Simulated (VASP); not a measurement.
# GaAs (F-43m) in VASP: a series of runs

Runs on GaAs. Level: PBEsol. Tasks: single point, relaxation of cell and atoms.

Program: VASP 6.6.1. These are calculated values, not measurements. Logs are shortened: lines on timing, memory, paths and dates and some standing lists are left out, and cuts for length are marked.

**Measured values to compare with.**

“Evidence of valence band perturbations in GaAsN/GaAs(001): A combined variable-angle spectroscopic ellipsometry and modulated photoreflectance investigation”, 2008, arxiv:0805.2212 reports, for a bulk crystal of GaAs at 300 K: band gap 1.412 ± 0.01 eV (direct).

The runs below are set against these values where they give the same quantity.

### Step 1. The cell of the first run

It takes space group F-43m (No. 216, cubic). The conventional cell has a = 5.658 Å, b = 5.658 Å, c = 5.658 Å, α = 90.00°, β = 90.00°, γ = 90.00°. Within 3.2 Å of Ga (site symmetry -43m) lie 4 As at 2.45 Å. Within 3.2 Å of As (site symmetry -43m) lie 4 Ga at 2.45 Å.

### Step 2. Single point, PBEsol

Input file INCAR:

```
  PREC = Accurate
  ENCUT = 520
  EDIFF = 1E-6
  ISMEAR = 1
  SIGMA = 0.0654
  LREAL = F
  LASPH = T
  NELM = 100
  ALGO = Normal
  ISIF = 2
  LWAVE = F
  LCHARG = F
  GGA = PS
  NBANDS = 16
```

Input file KPOINTS:

```
Automatic mesh
0
Gamma
  8 8 8
```

Input file POSCAR:

```
GaAs
1.0
    0.0000000000      2.8288483559      2.8288483559
    2.8288483559      0.0000000000      2.8288483559
    2.8288483559      2.8288483559      0.0000000000
Ga As
1 1
Direct
    0.0000000000      0.0000000000      0.0000000000
    0.2500000000      0.2500000000      0.2500000000
```

Potentials or basis: VASP PAW PBE potentials, release 64 (Ga_d, As).

Command:

```bash
$ cat potpaw_PBE.64/Ga_d/POTCAR potpaw_PBE.64/As/POTCAR > POTCAR
$ mpirun -np 1 vasp_std > vasp.out
```

OUTCAR:

```text
PREC = Accurate
   ENCUT = 520
   EDIFF = 1E-6
   ISMEAR = 1
   LREAL = F
   LASPH = T
   NELM = 100
   ISIF = 2
   GGA = PS

 ion  position               nearest neighbor table
   1  0.000  0.000  0.000-   2 2.45   2 2.45   2 2.45   2 2.45
   2  0.250  0.250  0.250-   1 2.45   1 2.45   1 2.45   1 2.45

  LATTYP: Found a face centered cubic cell.
 ALAT       =     5.6576967118

  Lattice vectors:

 A1 = (   0.0000000000,   2.8288483559,   2.8288483559)
 A2 = (   2.8288483559,   0.0000000000,   2.8288483559)
 A3 = (   2.8288483559,   2.8288483559,   0.0000000000)

Analysis of symmetry for initial positions (statically):
=====================================================================
 Subroutine PRICEL returns:
 Original cell was already a primitive cell.

 Routine SETGRP: Setting up the symmetry group for a
 face centered cubic supercell.

 Subroutine GETGRP returns: Found 24 space group operations
 (whereof 24 operations were pure point group operations)
 out of a pool of 48 trial point group operations.

The static configuration has the point symmetry T_d .

Analysis of symmetry for dynamics (positions and initial velocities):
=====================================================================
 Subroutine PRICEL returns:
 Original cell was already a primitive cell.

 Routine SETGRP: Setting up the symmetry group for a
 face centered cubic supercell.

 Subroutine GETGRP returns: Found 24 space group operations
 (whereof 24 operations were pure point group operations)
 out of a pool of 48 trial point group operations.

The dynamic configuration has the point symmetry T_d .

 Subroutine INISYM returns: Found 24 space group operations
 (whereof 24 operations are pure point group operations),
 and found     1 'primitive' translations

----------------------------------------------------------------------------------------

                                     Primitive cell

  volume of cell :      45.2751

  direct lattice vectors                    reciprocal lattice vectors
     0.000000000  2.828848356  2.828848356    -0.176750372  0.176750372  0.176750372
     2.828848356  0.000000000  2.828848356     0.176750372 -0.176750372  0.176750372
     2.828848356  2.828848356  0.000000000     0.176750372  0.176750372 -0.176750372

  length of vectors
     4.000595711  4.000595711  4.000595711     0.306140625  0.306140625  0.306140625

  position of ions in fractional coordinates (direct lattice)
     0.000000000  0.000000000  0.000000000
     0.250000000  0.250000000  0.250000000

  ion indices of the primitive-cell ions
   primitive index   ion index
                 1           1
                 2           2

----------------------------------------------------------------------------------------

 KPOINTS: Automatic mesh

Automatic generation of k-mesh.
 Grid dimensions read from file:
 generate k-points for:    8    8    8

 Generating k-lattice:

  Cartesian coordinates                     Fractional coordinates (reciprocal lattice)
    -0.022093797  0.022093797  0.022093797     0.125000000  0.000000000  0.000000000
     0.022093797 -0.022093797  0.022093797     0.000000000  0.125000000  0.000000000
     0.022093797  0.022093797 -0.022093797     0.000000000  0.000000000  0.125000000

  Length of vectors
     0.038267578  0.038267578  0.038267578

  Shift w.r.t. Gamma in fractional coordinates (k-lattice)
     0.000000000  0.000000000  0.000000000

 Subroutine IBZKPT returns following result:
 ===========================================

 Found     29 irreducible k-points:

 Following reciprocal coordinates:
            Coordinates               Weight
  0.000000  0.000000  0.000000      1.000000
  0.125000  0.000000  0.000000      8.000000
  0.250000  0.000000  0.000000      8.000000
  0.375000  0.000000  0.000000      8.000000
  0.500000  0.000000  0.000000      4.000000
  0.125000  0.125000  0.000000      6.000000
[... 16 lines left out ...]
  0.500000  0.250000  0.125000     48.000000
 -0.375000  0.250000  0.125000     24.000000
 [... further k-points ...]
   k-points           NKPTS =     29   k-points in BZ     NKDIM =     29   number of bands    NBANDS=     16
   number of dos      NEDOS =    301   number of ions     NIONS =      2
   total plane-waves  NPLWV =  27000
   dimension x,y,z NGX =    30 NGY =   30 NGZ =   30
   dimension x,y,z NGXF=    60 NGYF=   60 NGZF=   60
   ions per type =               1   1
   NGX,Y,Z   is equivalent  to a cutoff of  12.47, 12.47, 12.47 a.u.
   NGXF,Y,Z  is equivalent  to a cutoff of  24.93, 24.93, 24.93 a.u.
 SYSTEM =  unknown system
   PREC   = accura    normal or accurate (medium, high low for compatibility)
   ISTART =      0    job   : 0-new  1-cont  2-samecut
   ICHARG =      2    charge: 1-file 2-atom 10-const
   ISPIN  =      1    spin polarized calculation?
   LNONCOLLINEAR =      F non collinear calculations
   LSORBIT =      F    spin-orbit coupling
   LASPH  =      T    aspherical Exc in radial PAW
   ENCUT  =  520.0 eV  38.22 Ry    6.18 a.u.   7.44  7.44  7.44*2*pi/ulx,y,z
   NELM   =    100;   NELMIN=  2; NELMDL= -5     # of ELM steps
   EDIFF  = 0.1E-05   stopping-criterion for ELM
   LREAL  =      F    real-space projection
   EDIFFG = 0.1E-04   stopping-criterion for IOM
   NSW    =      0    number of steps for IOM
   IBRION =     -1    ionic relax: 0-MD 1-quasi-New 2-CG
   NFREE  =      0    steps in history (QN), initial steepest desc. (CG)
   ISIF   =      2    stress and relaxation
   ISYM   =      2    0-nonsym 1-usesym 2-fastsym
   POTIM  = 0.5000    time-step for ionic-motion
   TEBEG  =    0.0;   TEEND  =   0.0 temperature during run
   PSTRESS=    0.0 pullay stress
   NELECT =      18.0000    total number of electrons
   NUPDOWN=      -1.0000    fix difference up-down
   EMIN   =  10.00;   EMAX   =-10.00  energy-range for DOS
   EFERMI =   0.00;   METHOD = LEGACY
   ISMEAR =     1;   SIGMA  =   0.07  broadening in eV -4-tet -1-fermi 0-gaus
   EFERMI_NEDOS =   21; number of points for ismear=-14 and -15
   IALGO  =     38    algorithm
   IMIX   =      4    mixing-type and parameters
     AMIX     =   0.40;   BMIX     =  1.00
     AMIX_MAG =   1.60;   BMIX_MAG =  1.00
  volume/ion in A,a.u.               =      22.64       152.77
  Fermi-wavevector in a.u.,A,eV,Ry     =   1.203777  2.274808 19.715914  1.449079
  Thomas-Fermi vector in A             =   2.339521
   LORBIT       =      0    0 simple, 1 ext, 2 COOP (PROOUT), +10 PAW based schemes
   GGA     = PS    functional components
   LHFCALC =     F    Hartree Fock is set to
   AEXX    =    0.0000 exact exchange contribution
   IVDW    =     0    specifies the selected vdW correction
   LEPSILON=     F    determine dielectric tensor
   LRPA    =     F    only Hartree local field effects (RPA)
 non-spin polarized calculation
 Methfessel and Paxton  Order N= 1 SIGMA  =   0.07
  energy-cutoff  :      520.00
  volume of cell :       45.28
 maximum number of plane-waves:      1243
 NGX is ok and might be reduce to    30
   NGX = 15   NGY = 15   NGZ = 15

 number of electron      17.9999993 magnetization

 Free energy of the ion-electron system (eV)
  ---------------------------------------------------
  ext. energy  EPLUGINS =         0.00000000
  ---------------------------------------------------
  free energy    TOTEN  =        -9.08740023 eV

  energy without entropy =       -9.08742245  energy(sigma->0) =       -9.08740764

 E-fermi :   3.8410     XC(G=0):  -9.7628

 val. band max:        3.7859828216   @ k =   0.0000   0.0000   0.0000
 cond. band min:       4.2254455543   @ k =   0.0000   0.0000   0.0000
 fundamental gap:      0.4394627327
 Fermi energy:         3.8410413508

 k-point     1 :       0.0000    0.0000    0.0000
  band No.  band energies     occupation
      1     -10.9871      2.00000
      2     -10.9871      2.00000
      3     -10.9871      2.00000
      4     -10.9076      2.00000
      5     -10.9076      2.00000
      6      -8.9512      2.00000
[... 8 lines left out ...]
     15      13.8890      0.00000
     16      13.8890      0.00000

 k-point     2 :       0.1250    0.0000    0.0000
  band No.  band energies     occupation
      1     -11.0009      2.00000
      2     -10.9836      2.00000
      3     -10.9836      2.00000
      4     -10.9078      2.00000
      5     -10.9078      2.00000
      6      -8.7681      2.00000
[... 8 lines left out ...]
     15      12.9964      0.00000
     16      12.9964      0.00000

 k-point     3 :       0.2500    0.0000    0.0000
  band No.  band energies     occupation
      1     -11.0308      2.00000
      2     -10.9758      2.00000
      3     -10.9758      2.00000
      4     -10.9073      2.00000
      5     -10.9073      2.00000
      6      -8.2568      2.00000
[... 8 lines left out ...]
     15      12.7488      0.00000
     16      12.7488      0.00000

 k-point     4 :       0.3750    0.0000    0.0000
  band No.  band energies     occupation
      1     -11.0576      2.00000
      2     -10.9697      2.00000
      3     -10.9697      2.00000
      4     -10.9052      2.00000
      5     -10.9052      2.00000
      6      -7.5710      2.00000
[... 8 lines left out ...]
     15      13.9166      0.00000
     16      13.9166      0.00000
[... 324 lines left out ...]
 k-point    22 :       0.3750    0.2500    0.1250
  band No.  band energies     occupation
      1     -11.0533      2.00000
      2     -10.9666      2.00000
      3     -10.9638      2.00000
      4     -10.9157      2.00000
      5     -10.9025      2.00000
      6      -7.8261      2.00000
[... 8 lines left out ...]
     15      14.6133      0.00000
     16      15.0744      0.00000

 k-point    23 :       0.5000    0.2500    0.1250
  band No.  band energies     occupation
      1     -11.0699      2.00000
      2     -10.9630      2.00000
      3     -10.9571      2.00000
      4     -10.9145      2.00000
      5     -10.9028      2.00000
      6      -7.1916      2.00000
[... 8 lines left out ...]
     15      14.5149      0.00000
     16      15.9218      0.00000

 k-point    24 :      -0.3750    0.2500    0.1250
  band No.  band energies     occupation
      1     -11.0762      2.00000
      2     -10.9623      2.00000
      3     -10.9546      2.00000
      4     -10.9121      2.00000
      5     -10.9041      2.00000
      6      -6.8363      2.00000
[... 8 lines left out ...]
     15      15.2664      0.00000
     16      15.8215      0.00000

 [... further k-points ...]
[... 5 lines left out ...]
  --------------------------------------------------------------------------------------
  -------------------------------------------------------------------------------------
  Total        0.0542025      0.0542025      0.0542025      0.0000000      0.0000000      0.0000000
  in kB        1.9180974      1.9180974      1.9180974      0.0000000      0.0000000      0.0000000
  external PRESSURE =       1.9180974 kB  Pullay stress =       0.0000000 kB

 VOLUME and BASIS-vectors are now :
 -----------------------------------------------------------------------------
  energy-cutoff  :      520.00
  volume of cell :       45.28
      direct lattice vectors                 reciprocal lattice vectors
     0.000000000  2.828848356  2.828848356    -0.176750372  0.176750372  0.176750372
     2.828848356  0.000000000  2.828848356     0.176750372 -0.176750372  0.176750372
     2.828848356  2.828848356  0.000000000     0.176750372  0.176750372 -0.176750372

 POSITION                                       TOTAL-FORCE (eV/Angst)
 -----------------------------------------------------------------------------------
      0.00000      0.00000      0.00000        -0.000000     -0.000000     -0.000000
      1.41442      1.41442      1.41442         0.000000      0.000000      0.000000
 -----------------------------------------------------------------------------------
    total drift:                                0.000000      0.000000      0.000000

  FREE ENERGIE OF THE ION-ELECTRON SYSTEM (eV)
  ---------------------------------------------------
  free  energy   TOTEN  =        -9.0874002297 eV

  energy  without entropy=       -9.0874224475  energy(sigma->0) =       -9.08740764
```

It took 14 s on 1 thread of Intel Xeon 6975P-C (Granite Rapids), shared host; peak memory 0.17 GiB.

Results:

```
Free energy            : -9.0874 eV
Pressure               : 0.2 GPa
Band gap on the k mesh : 0.44 eV
```

Levels at points of the mesh, in eV from the valence-band top:
| k point | band 7 | band 8 | band 9 | band 10 | band 11 | band 12 |
| --- | --- | --- | --- | --- | --- | --- |
| (0.00, 0.00, 0.00) | 0.00 | 0.00 | 0.00 | 0.44 | 3.69 | 3.69 |
| (0.50, 0.00, 0.00) | -6.67 | -1.15 | -1.15 | 0.92 | 4.58 | 4.58 |
| (0.50, 0.50, 0.00) | -6.84 | -2.69 | -2.69 | 1.35 | 1.57 | 10.11 |

Caveat: the PAW data sets were made with another functional, which shifts forces and pressure a little.

### Step 3. Relaxation of cell and atoms, PBEsol

This run uses another cell than the first one, of 22.59 Å³/atom.

Input file INCAR:

```
  PREC = Accurate
  ENCUT = 600
  EDIFF = 1E-6
  ISMEAR = 1
  SIGMA = 0.0654
  LREAL = F
  LASPH = T
  NELM = 60
  ALGO = Normal
  ISIF = 3
  LWAVE = F
  LCHARG = F
  GGA = PS
  IBRION = 2
  NSW = 80
  EDIFFG = -0.01
```

KPOINTS is that of step 2.

Input file POSCAR:

```
GaAs
1.0
    0.0000000000      2.8268500000      2.8268500000
    2.8268500000      0.0000000000      2.8268500000
    2.8268500000      2.8268500000      0.0000000000
Ga As
1 1
Direct
    0.0000000000      0.0000000000      0.0000000000
    0.2500000000      0.2500000000      0.2500000000
```

Potentials or basis: VASP PAW PBE potentials, release 64 (Ga_d, As).

Command:

```bash
$ cat potpaw_PBE.64/Ga_d/POTCAR potpaw_PBE.64/As/POTCAR > POTCAR
$ mpirun -np 1 vasp_std > vasp.out
```

It took 20 s on 1 thread of Intel Xeon 6975P-C (Granite Rapids), shared host; peak memory 0.19 GiB.

The run converged. Its results:

```yaml
Free_energy: -9.0873 eV
Relaxed_volume: 22.69 Å³/atom
Relaxed_cell: a = 4.004 Å, b = 4.004 Å, c = 4.004 Å, α = 60.00°, β = 60.00°, γ = 60.00°
Space_group_after_relaxing_to_0.1_Å: F-43m (No. 216)
Energy_gained_by_relaxing: 0.1 meV/atom
Ionic_steps: 3
Pressure_after_relaxing: 0.0 GPa
Band_gap_on_the_k_mesh: 0.42 eV
```

The path:
| step | energy change (eV) | largest force (eV/Å) | pressure (GPa) | volume (Å³) |
| --- | --- | --- | --- | --- |
| 1 | 0.0000 | 0.0000 | 0.31 | 45.18 |
| 2 | -0.0002 | 0.0000 | -0.17 | 45.47 |
| 3 | -0.0002 | 0.0000 | 0.01 | 45.39 |

Final structure:
```
Ga As
1.0
     0.00000    2.83116    2.83116
     2.83116    0.00000    2.83116
     2.83116    2.83116    0.00000
Ga As
1 1
Direct
  0.00000 0.00000 0.00000
  0.25000 0.25000 0.25000
```

Levels at points of the mesh, in eV from the valence-band top:
```
           k point  band 6  band 7  band 8  band 9  band 10  band 11  band 12  band 13
(0.00, 0.00, 0.00)  -12.72    0.00    0.00    0.00     0.42     3.69     3.69     3.69
(0.50, 0.00, 0.00)  -10.96   -6.66   -1.14   -1.14     0.92     4.58     4.58     7.58
(0.50, 0.50, 0.00)  -10.22   -6.83   -2.68   -2.68     1.36     1.57    10.09    10.09
```

Caveat: the PAW data sets were made with another functional, which shifts forces and pressure a little. PBEsol gaps usually lie below the measured ones, often by a third to a half.

### Step 4. Comparison with measurements

Step 2. A measured gap of GaAs is 1.412 eV (direct; 300 K; “Evidence of valence band perturbations in GaAsN/GaAs(001): A combined variable-angle spectroscopic ellipsometry and modulated photoreflectance investigation”, 2008, arxiv:0805.2212); the calculated 0.44 eV misses it by -0.97 eV. 3 values of this kind are on record (1.412 to 1.51 eV); this one was drawn at random among those near their median, those with a stated uncertainty first. Spin-orbit coupling on As, Ga is left out. The value is that of PBEsol on a finite k mesh, which can miss the band edges, without temperature or zero-point motion. Semilocal functionals fall short of measured gaps as a rule.
